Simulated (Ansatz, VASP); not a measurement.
One calculation of Zr, two programs

```
Zr
1.0
     3.04832    0.00000    0.00000
    -1.01611    2.87398    0.00000
     0.00000    0.00000   25.95580
Zr
5
Direct
  0.00000 0.00000 0.31123
  0.50000 0.50000 0.40171
  0.00000 0.00000 0.50000
  0.50000 0.50000 0.59829
  0.00000 0.00000 0.68877
```

Alike in both runs: functional PBEsol; k mesh 13 × 13 × 1; occupations fermi-dirac, width 0.05 eV; no spin polarisation.

Ansatz relaxed the structure, and its values are those at the end. VASP's run is a single point on that final structure, the one shown.

```csv
,VASP,Ansatz
version,VASP 6.6.1,Ansatz 0.2.0
potentials or method,"VASP PAW PBE potentials, release 64 (Zr_sv)","PAW with Ansatz's default frozen-core files, scalar-relativistic"
plane-wave cutoff (eV),520,420
valence electrons in the cell,60,60
```

|  | VASP | Ansatz | Ansatz less VASP |
| --- | --- | --- | --- |
| rms of the force components (eV/Å) | 0.001 | 0.004 | +0.0023 |

VASP's potentials were made for PBE, not for PBEsol. Ansatz's warnings: stress scf threshold loose, xc potential rough in thin density.
